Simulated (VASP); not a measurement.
# Rh in VASP: a series of runs

Runs on Rh. Level: PBE. Tasks: electric field gradients.

Everything below comes from runs of VASP 6.6.1. Logs are shortened: lines on timing, memory, paths and dates and some standing lists are left out, and cuts for length are marked.

## 1. The cell of the first run

It takes space group Fm-3m (No. 225, cubic). The conventional cell has a = 3.828 Å, b = 3.828 Å, c = 3.828 Å, α = 90.00°, β = 90.00°, γ = 90.00°. Within 3.6 Å of Rh (site symmetry m-3m) lie 12 Rh at 2.71 Å.

## 2. Electric field gradients, PBE (volume scaled by 1.02)

The input, INCAR:

```
ALGO = Normal ; EDIFF = 1E-8
ENCUT = 520 ; GGA = PE
ISIF = 2 ; ISMEAR = -1
LASPH = T ; LCHARG = F
LEFG = T ; LREAL = F
LWAVE = F ; NBANDS = 14
NELM = 100 ; PREC = Accurate
SIGMA = 0.08
```

The input, KPOINTS:

```
k-points
0
Gamma
  16 16 16
```

The input, POSCAR:

```
Rh
1.0
    0.0000000000      1.9141434134      1.9141434134
    1.9141434134      0.0000000000      1.9141434134
    1.9141434134      1.9141434134      0.0000000000
Rh
1
Direct
    0.0000000000      0.0000000000      0.0000000000
```

Potentials or basis: VASP PAW PBE potentials, release 64 (Rh_pv).

Launch:

```bash
cat potpaw_PBE.64/Rh_pv/POTCAR > POTCAR
mpirun -np 1 vasp_std > vasp.out
```

OUTCAR:

```text
EDIFF = 1E-8
   ENCUT = 520
   GGA = PE
   ISIF = 2
   ISMEAR = -1
   LASPH = T
   LREAL = F
   NELM = 100
   PREC = Accurate

 ion  position               nearest neighbor table
   1  0.000  0.000  0.000-

  LATTYP: Found a face centered cubic cell.
 ALAT       =     3.8282868268

  Lattice vectors:

 A1 = (   0.0000000000,   1.9141434134,   1.9141434134)
 A2 = (   1.9141434134,   0.0000000000,   1.9141434134)
 A3 = (   1.9141434134,   1.9141434134,   0.0000000000)

Analysis of symmetry for initial positions (statically):
=====================================================================
 Subroutine PRICEL returns:
 Original cell was already a primitive cell.

 Routine SETGRP: Setting up the symmetry group for a
 face centered cubic supercell.

 Subroutine GETGRP returns: Found 48 space group operations
 (whereof 48 operations were pure point group operations)
 out of a pool of 48 trial point group operations.

The static configuration has the point symmetry O_h .

Analysis of symmetry for dynamics (positions and initial velocities):
=====================================================================
 Subroutine PRICEL returns:
 Original cell was already a primitive cell.

 Routine SETGRP: Setting up the symmetry group for a
 face centered cubic supercell.

 Subroutine GETGRP returns: Found 48 space group operations
 (whereof 48 operations were pure point group operations)
 out of a pool of 48 trial point group operations.

The dynamic configuration has the point symmetry O_h .

 Subroutine INISYM returns: Found 48 space group operations
 (whereof 48 operations are pure point group operations),
 and found     1 'primitive' translations

----------------------------------------------------------------------------------------

                                     Primitive cell

  volume of cell :      14.0266

  direct lattice vectors                    reciprocal lattice vectors
     0.000000000  1.914143413  1.914143413    -0.261213447  0.261213447  0.261213447
     1.914143413  0.000000000  1.914143413     0.261213447 -0.261213447  0.261213447
     1.914143413  1.914143413  0.000000000     0.261213447  0.261213447 -0.261213447

  length of vectors
     2.707007576  2.707007576  2.707007576     0.452434963  0.452434963  0.452434963

  position of ions in fractional coordinates (direct lattice)
     0.000000000  0.000000000  0.000000000

  ion indices of the primitive-cell ions
   primitive index   ion index
                 1           1

----------------------------------------------------------------------------------------

 KPOINTS: k-points

Automatic generation of k-mesh.
 Grid dimensions read from file:
 generate k-points for:   16   16   16

 Generating k-lattice:

  Cartesian coordinates                     Fractional coordinates (reciprocal lattice)
    -0.016325840  0.016325840  0.016325840     0.062500000  0.000000000  0.000000000
     0.016325840 -0.016325840  0.016325840     0.000000000  0.062500000  0.000000000
     0.016325840  0.016325840 -0.016325840     0.000000000  0.000000000  0.062500000

  Length of vectors
     0.028277185  0.028277185  0.028277185

  Shift w.r.t. Gamma in fractional coordinates (k-lattice)
     0.000000000  0.000000000  0.000000000

 Subroutine IBZKPT returns following result:
 ===========================================

 Found    145 irreducible k-points:

 Following reciprocal coordinates:
            Coordinates               Weight
  0.000000  0.000000  0.000000      1.000000
  0.062500  0.000000  0.000000      8.000000
  0.125000  0.000000  0.000000      8.000000
  0.187500  0.000000  0.000000      8.000000
  0.250000  0.000000  0.000000      8.000000
  0.312500  0.000000  0.000000      8.000000
[... 16 lines left out ...]
 -0.125000  0.062500  0.000000     24.000000
 -0.062500  0.062500  0.000000     12.000000
 [... further k-points ...]
   k-points           NKPTS =    145   k-points in BZ     NKDIM =    145   number of bands    NBANDS=     14
   number of dos      NEDOS =    301   number of ions     NIONS =      1
   total plane-waves  NPLWV =   8000
   dimension x,y,z NGX =    20 NGY =   20 NGZ =   20
   dimension x,y,z NGXF=    40 NGYF=   40 NGZF=   40
   ions per type =               1
   NGX,Y,Z   is equivalent  to a cutoff of  12.28, 12.28, 12.28 a.u.
   NGXF,Y,Z  is equivalent  to a cutoff of  24.57, 24.57, 24.57 a.u.
 SYSTEM =  unknown system
   PREC   = accura    normal or accurate (medium, high low for compatibility)
   ISTART =      0    job   : 0-new  1-cont  2-samecut
   ICHARG =      2    charge: 1-file 2-atom 10-const
   ISPIN  =      1    spin polarized calculation?
   LNONCOLLINEAR =      F non collinear calculations
   LSORBIT =      F    spin-orbit coupling
   LASPH  =      T    aspherical Exc in radial PAW
   ENCUT  =  520.0 eV  38.22 Ry    6.18 a.u.   5.03  5.03  5.03*2*pi/ulx,y,z
   NELM   =    100;   NELMIN=  2; NELMDL= -5     # of ELM steps
   EDIFF  = 0.1E-07   stopping-criterion for ELM
   LREAL  =      F    real-space projection
   EDIFFG = 0.1E-06   stopping-criterion for IOM
   NSW    =      0    number of steps for IOM
   IBRION =     -1    ionic relax: 0-MD 1-quasi-New 2-CG
   NFREE  =      0    steps in history (QN), initial steepest desc. (CG)
   ISIF   =      2    stress and relaxation
   ISYM   =      2    0-nonsym 1-usesym 2-fastsym
   POTIM  = 0.5000    time-step for ionic-motion
   TEBEG  =    0.0;   TEEND  =   0.0 temperature during run
   PSTRESS=    0.0 pullay stress
   NELECT =      15.0000    total number of electrons
   NUPDOWN=      -1.0000    fix difference up-down
   EMIN   =  10.00;   EMAX   =-10.00  energy-range for DOS
   EFERMI =   0.00;   METHOD = LEGACY
   ISMEAR =    -1;   SIGMA  =   0.08  broadening in eV -4-tet -1-fermi 0-gaus
   EFERMI_NEDOS =   21; number of points for ismear=-14 and -15
   IALGO  =     38    algorithm
   IMIX   =      4    mixing-type and parameters
     AMIX     =   0.40;   BMIX     =  1.00
     AMIX_MAG =   1.60;   BMIX_MAG =  1.00
  volume/ion in A,a.u.               =      14.03        94.66
  Fermi-wavevector in a.u.,A,eV,Ry     =   1.674123  3.163634 38.132897  2.802689
  Thomas-Fermi vector in A             =   2.758974
   LORBIT       =      0    0 simple, 1 ext, 2 COOP (PROOUT), +10 PAW based schemes
   GGA     = PE    functional components
   LHFCALC =     F    Hartree Fock is set to
   AEXX    =    0.0000 exact exchange contribution
   IVDW    =     0    specifies the selected vdW correction
   LEPSILON=     F    determine dielectric tensor
   LRPA    =     F    only Hartree local field effects (RPA)
 non-spin polarized calculation
  energy-cutoff  :      520.00
  volume of cell :       14.03
 maximum number of plane-waves:       391
   NGX =  9   NGY =  9   NGZ =  9

 number of electron      15.0000004 magnetization

 Free energy of the ion-electron system (eV)
  ---------------------------------------------------
  ext. energy  EPLUGINS =         0.00000000
  ---------------------------------------------------
  free energy    TOTEN  =        -7.27340994 eV

  energy without entropy =       -7.24289324  energy(sigma->0) =       -7.25815159

 E-fermi :  11.5332     XC(G=0): -13.9023

 val. band max:       11.5330691337   @ k =  -0.3750   0.0625   0.0000
 cond. band min:      11.5338140608   @ k =  -0.1875   0.1250   0.0000
 fundamental gap:      0.0007449271
 Fermi energy:        11.5332054101

 k-point     1 :       0.0000    0.0000    0.0000
  band No.  band energies     occupation
      1     -34.8010      2.00000
      2     -34.8010      2.00000
      3     -34.8010      2.00000
      4       3.7284      2.00000
      5       8.5593      2.00000
      6       8.5593      2.00000
      7       8.5593      2.00000
      8      10.5799      1.99999
      9      10.5799      1.99999
     10      27.5484      0.00000
     11      32.1375      0.00000
     12      32.8958      0.00000
     13      32.8958      0.00000
     14      32.8958      0.00000

 k-point     2 :       0.0625    0.0000    0.0000
  band No.  band energies     occupation
      1     -34.8279      2.00000
      2     -34.8046      2.00000
      3     -34.8046      2.00000
      4       3.8828      2.00000
      5       8.4921      2.00000
      6       8.6189      2.00000
      7       8.6189      2.00000
      8      10.5470      1.99999
      9      10.5470      1.99999
     10      27.7672      0.00000
[... 362 lines left out ...]
 k-point    24 :      -0.0625    0.0625    0.0000
  band No.  band energies     occupation
      1     -34.8655      2.00000
      2     -34.8206      2.00000
      3     -34.8061      2.00000
      4       4.1330      2.00000
      5       8.3662      2.00000
      6       8.7010      2.00000
      7       8.7470      2.00000
      8      10.4001      2.00000
      9      10.6048      1.99998
     10      28.1059      0.00000
     11      31.2075      0.00000
     12      32.1383      0.00000
     13      32.9221      0.00000
     14      33.7321      0.00000

 [... further k-points ...]

------------------------ aborting loop because EDIFF is reached ----------------------------------------

  FORCE on cell =-STRESS in cart. coord.  units (eV):
  Direction    XX          YY          ZZ          XY          YZ          ZX
  --------------------------------------------------------------------------------------
  -------------------------------------------------------------------------------------
  Total        0.0580279      0.0580279      0.0580279      0.0000000      0.0000000      0.0000000
  in kB        6.6281764      6.6281764      6.6281764      0.0000000      0.0000000      0.0000000
  external PRESSURE =       6.6281764 kB  Pullay stress =       0.0000000 kB

 VOLUME and BASIS-vectors are now :
 -----------------------------------------------------------------------------
  energy-cutoff  :      520.00
  volume of cell :       14.03
      direct lattice vectors                 reciprocal lattice vectors
     0.000000000  1.914143413  1.914143413    -0.261213447  0.261213447  0.261213447
     1.914143413  0.000000000  1.914143413     0.261213447 -0.261213447  0.261213447
     1.914143413  1.914143413  0.000000000     0.261213447  0.261213447 -0.261213447

 POSITION                                       TOTAL-FORCE (eV/Angst)
 -----------------------------------------------------------------------------------
      0.00000      0.00000      0.00000         0.000000      0.000000      0.000000
 -----------------------------------------------------------------------------------
    total drift:                                0.000000     -0.000000      0.000000

  FREE ENERGIE OF THE ION-ELECTRON SYSTEM (eV)
  ---------------------------------------------------
  free  energy   TOTEN  =        -7.2734099370 eV

  energy  without entropy=       -7.2428932391  energy(sigma->0) =       -7.25815159

 Electric field gradients (V/A^2)
---------------------------------------------------------------------
 ion       V_xx      V_yy      V_zz      V_xy      V_xz      V_yz
---------------------------------------------------------------------
   1      -0.000     0.000     0.000     0.000     0.000     0.000
---------------------------------------------------------------------

 Electric field gradients after diagonalization (V/A^2)
 (convention: |V_zz| > |V_xx| > |V_yy|)
----------------------------------------------------------------------
 ion       V_xx      V_yy      V_zz     asymmetry (V_yy - V_xx)/ V_zz
----------------------------------------------------------------------
   1      -0.000    -0.000     0.000       0.000
----------------------------------------------------------------------

           NMR quadrupolar parameters

 Cq : quadrupolar parameter    Cq=e*Q*V_zz/h
 eta: asymmetry parameters     (V_yy - V_xx)/ V_zz
 Q  : nuclear electric quadrupole moment in mb (millibarn)
----------------------------------------------------------------------
 ion       Cq(MHz)       eta       Q (mb)
----------------------------------------------------------------------
   1       0.000       0.000       1.000
----------------------------------------------------------------------
```

Run time: 37 s. Hardware: 1 thread of Intel Xeon Platinum 8259CL at 2.50GHz (Skylake/Cascade Lake), shared host; peak memory 0.14 GiB.

What came out:

* Free energy: -7.2734 eV
* Pressure: 0.7 GPa

Caveat: without QUAD_EFG the Cq values of the log hold for a quadrupole moment of 1 mb, not for the nuclei.

## 3. Electric field gradients, PBE (volume scaled by 1.06)

The input, INCAR:

```
SYSTEM = Rh
PREC     = Accurate       ! precision mode
ENCUT    = 520            ! plane-wave cutoff, eV
EDIFF    = 1E-8           ! SCF threshold, eV
ISMEAR   = -1             ! smearing method
SIGMA    = 0.08           ! smearing width, eV
LREAL    = .False.        ! projectors in reciprocal space
LASPH    = .True.         ! aspherical terms in the spheres
NELM     = 80             ! most SCF steps
ALGO     = Normal         ! electronic algorithm
ISIF     = 2              ! what is computed and relaxed
LWAVE    = .False.        ! write WAVECAR
LCHARG   = .False.        ! write CHGCAR
GGA      = PE             ! functional
LEFG     = .True.       
NBANDS   = 14             ! bands
```

The input, KPOINTS:

```
Automatic mesh
0
Gamma
  16 16 16
  0 0 0
```

The input, POSCAR:

```
Rh
1.0
    0.0000000000      1.9388447625      1.9388447625
    1.9388447625      0.0000000000      1.9388447625
    1.9388447625      1.9388447625      0.0000000000
Rh
1
Direct
    0.0000000000      0.0000000000      0.0000000000
```

Potentials or basis: VASP PAW PBE potentials, release 64 (Rh_pv).

Launch:

```bash
cat potpaw_PBE.64/Rh_pv/POTCAR > POTCAR
mpirun -np 1 vasp_std > vasp.out
```

OUTCAR:

```text
SYSTEM = Rh
   PREC = Accurate
   ENCUT = 520
   EDIFF = 1E-8
   ISMEAR = -1
   LREAL = .False.
   LASPH = .True.
   NELM = 80
   ISIF = 2
   GGA = PE

 ion  position               nearest neighbor table
   1  0.000  0.000  0.000-

  LATTYP: Found a face centered cubic cell.
 ALAT       =     3.8776895250

  Lattice vectors:

 A1 = (   0.0000000000,   1.9388447625,   1.9388447625)
 A2 = (   1.9388447625,   0.0000000000,   1.9388447625)
 A3 = (   1.9388447625,   1.9388447625,   0.0000000000)

Analysis of symmetry for initial positions (statically):
=====================================================================
 Subroutine PRICEL returns:
 Original cell was already a primitive cell.

 Routine SETGRP: Setting up the symmetry group for a
 face centered cubic supercell.

[... 588 lines left out ...]
  external PRESSURE =     -83.4680209 kB  Pullay stress =       0.0000000 kB

 VOLUME and BASIS-vectors are now :
 -----------------------------------------------------------------------------
  energy-cutoff  :      520.00
  volume of cell :       14.58
      direct lattice vectors                 reciprocal lattice vectors
     0.000000000  1.938844763  1.938844763    -0.257885525  0.257885525  0.257885525
     1.938844763  0.000000000  1.938844763     0.257885525 -0.257885525  0.257885525
     1.938844763  1.938844763  0.000000000     0.257885525  0.257885525 -0.257885525

 POSITION                                       TOTAL-FORCE (eV/Angst)
 -----------------------------------------------------------------------------------
      0.00000      0.00000      0.00000        -0.000000      0.000000      0.000000
 -----------------------------------------------------------------------------------
    total drift:                                0.000000     -0.000000      0.000000

  FREE ENERGIE OF THE ION-ELECTRON SYSTEM (eV)
  ---------------------------------------------------
  free  energy   TOTEN  =        -7.2599355237 eV

  energy  without entropy=       -7.2275004271  energy(sigma->0) =       -7.24371798

 Electric field gradients (V/A^2)
---------------------------------------------------------------------
 ion       V_xx      V_yy      V_zz      V_xy      V_xz      V_yz
---------------------------------------------------------------------
   1      -0.000     0.000    -0.000    -0.001    -0.001    -0.001
---------------------------------------------------------------------

 Electric field gradients after diagonalization (V/A^2)
 (convention: |V_zz| > |V_xx| > |V_yy|)
----------------------------------------------------------------------
 ion       V_xx      V_yy      V_zz     asymmetry (V_yy - V_xx)/ V_zz
----------------------------------------------------------------------
   1       0.001     0.001    -0.001       0.000
----------------------------------------------------------------------

           NMR quadrupolar parameters

 Cq : quadrupolar parameter    Cq=e*Q*V_zz/h
 eta: asymmetry parameters     (V_yy - V_xx)/ V_zz
 Q  : nuclear electric quadrupole moment in mb (millibarn)
----------------------------------------------------------------------
 ion       Cq(MHz)       eta       Q (mb)
----------------------------------------------------------------------
   1      -0.000       0.000       1.000
----------------------------------------------------------------------
```

stdout:

```text
POSCAR found type information on POSCAR Rh
 POSCAR found :  1 types and       1 ions
 scaLAPACK will be used
 LDA part: xc-table for (Slater+PW92), standard interpolation
 POSCAR, INCAR and KPOINTS ok, starting setup
 FFT: planning ... GRIDC
 FFT: planning ... GRID_SOFT
 FFT: planning ... GRID
 WAVECAR not read
 entering main loop
ion   1
```

Run time: 32 s. Hardware: 1 thread of Intel Xeon Platinum 8259CL at 2.50GHz (Skylake/Cascade Lake), shared host; peak memory 0.14 GiB.

Results:

```
Free energy : -7.2599 eV
Pressure    : -8.3 GPa
```

Caveat: without QUAD_EFG the Cq values of the log hold for a quadrupole moment of 1 mb, not for the nuclei.

[end of part 1 of 2]
